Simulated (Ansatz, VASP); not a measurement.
# Ta: VASP beside Ansatz

The input INCAR:

```
  PREC = Accurate
  ENCUT = 520
  EDIFF = 1E-6
  ISMEAR = 0
  SIGMA = 0.15
  LREAL = False
  LASPH = True
  NELM = 100
  ALGO = Fast
  ISIF = 2
  LWAVE = False
  LCHARG = False
  GGA = PE
  NBANDS = 12
```

The input KPOINTS:

```
Automatic mesh
0
Gamma
  20 20 20
```

POSCAR

```
Ta
1.0
   -1.6512800000      1.6512800000      1.8989720000
    1.6512800000     -1.6512800000      1.8989720000
    1.6512800000      1.6512800000     -1.8989720000
Ta
1
Direct
    0.0000000000      0.0000000000      0.0000000000
```

Input for Ansatz:

```yaml
crystal:
  lattice:
    - [-1.65128, 1.65128, 1.898972]
    - [1.65128, -1.65128, 1.898972]
    - [1.65128, 1.65128, -1.898972]
  atoms:
    - { symbol: Ta, position: [0.0, 0.0, 0.0] }
basis:
  ecutwfc: 420
kpoints:
  mp_grid: { grid: [20, 20, 20] }
hamiltonian:
  xc: pbe
scf:
  occupations: { method: gaussian, width: 0.15 }
output:
  forces: true
  stress: true
  eigenvalues: true
```

Change from the starting cell: strain +0.1500 x Voigt [0, 0, 1, 0, 0, 0], atoms carried along.

Alike in both runs: task single point; functional PBE; k mesh 20 × 20 × 20; occupations gaussian, width 0.15 eV; no spin polarisation.

```csv
,VASP,Ansatz
version,VASP 6.6.1,Ansatz 0.2.0
potentials or method,"VASP PAW PBE potentials, release 64 (Ta_pv), cutoff 520 eV","scalar-relativistic, plane waves, PAW"
valence electrons in the cell,11,13
```

Ansatz gave:

| Quantity | Value |
| --- | --- |
| gap on the k mesh at the Fermi level (eV) | none |
| pressure (GPa) | -17.9 |
| traceless stress, the component that is largest in VASP (GPa) | -5.24 |

**Question.** Which values does VASP return?

**Answer.** gap on the k mesh at the Fermi level (eV): none; pressure (GPa): -18.0; traceless stress, the component that is largest in VASP (GPa): -5.23.

A gap of «none» marks a metal or a gap that the smearing closes. VASP's potentials hold 11 valence electrons a cell and Ansatz's 13, so a difference there can come from the potentials and not from the codes.

Spin-orbit coupling is off throughout.
